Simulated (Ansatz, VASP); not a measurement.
## Cd3SeS2 in VASP and in Ansatz

```
CELL_PARAMETERS angstrom
4.25709 0.00000 0.00000
-2.12854 3.68675 0.00000
0.00000 0.00000 10.42911
ATOMIC_POSITIONS crystal
Cd 0.00000 0.00000 0.99065
Cd 0.33333 0.66667 0.66662
Cd 0.66667 0.33333 0.34286
Se 0.00000 0.00000 0.24813
S 0.33333 0.66667 0.91303
S 0.66667 0.33333 0.58871
```

Alike in both runs: functional PBE; k mesh 6 × 6 × 2; occupations gaussian, width 0.1 eV; no spin polarisation.

Ansatz relaxed the structure, and its values are those at the end. VASP's run is a single point on that final structure, the one shown.

```csv
,VASP,Ansatz
version,VASP 6.6.1,Ansatz 0.2.0
potentials or method,"VASP PAW PBE potentials, release 64 (Cd, Se, S), cutoff 520 eV","scalar-relativistic, plane waves, PAW"
valence electrons in the cell,54,88
```

VASP gave:

* gap on the k mesh at the Fermi level (eV): 0.66
* least direct gap on the mesh (eV): 0.66
* pressure (GPa): 0.2
* rms of the force components (eV/Å): 0.010

**Question.** Estimate Ansatz's values.

**Answer.** gap on the k mesh at the Fermi level (eV): 0.66; least direct gap on the mesh (eV): 0.66; pressure (GPa): -0.1; rms of the force components (eV/Å): 0.008.

VASP's potentials hold 54 valence electrons a cell and Ansatz's 88, so a difference there can come from the potentials and not from the codes.
